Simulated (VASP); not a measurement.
A run of VASP 6.6.1:

File INCAR:

```
SYSTEM = LiH
  PREC = Accurate
  ENCUT = 520
  EDIFF = 1E-6
  ISMEAR = 0
  SIGMA = 0.01
  LREAL = .FALSE.
  LASPH = .TRUE.
  NELM = 80
  ALGO = Normal
  ISIF = 2
  LWAVE = .FALSE.
  LCHARG = .TRUE.
  GGA = PS
  LELF = .TRUE.
  LVHAR = .TRUE.
  NBANDS = 9
```

The input KPOINTS:

```
Automatic mesh
0
G
  10 10 10
  0 0 0
```

File POSCAR:

```
LiH
1.0
    1.9903724901      1.9903724901      0.0000000000
   -1.9903724901      1.9903724901      0.0000000000
    0.0000000000      1.9903724901      1.9903724901
Li H
1 1
Direct
    0.0000000000      0.0000000000      0.0000000000
    0.5000000000      0.5000000000      0.0000000000
```

Potentials or basis: VASP PAW PBE potentials, release 64 (Li_sv, H).

Run with:

```console
$ cat potpaw_PBE.64/Li_sv/POTCAR potpaw_PBE.64/H/POTCAR > POTCAR
$ mpirun -np 1 vasp_std > vasp.out
```

Hardware: 1 thread of AMD EPYC 7R13 (shared host).

Estimate the wall time of this run.

It took 24 s on 1 thread of AMD EPYC 7R13, on a shared host, peak memory 0.1 GiB. Counts: scf iterations 11, k points 47.
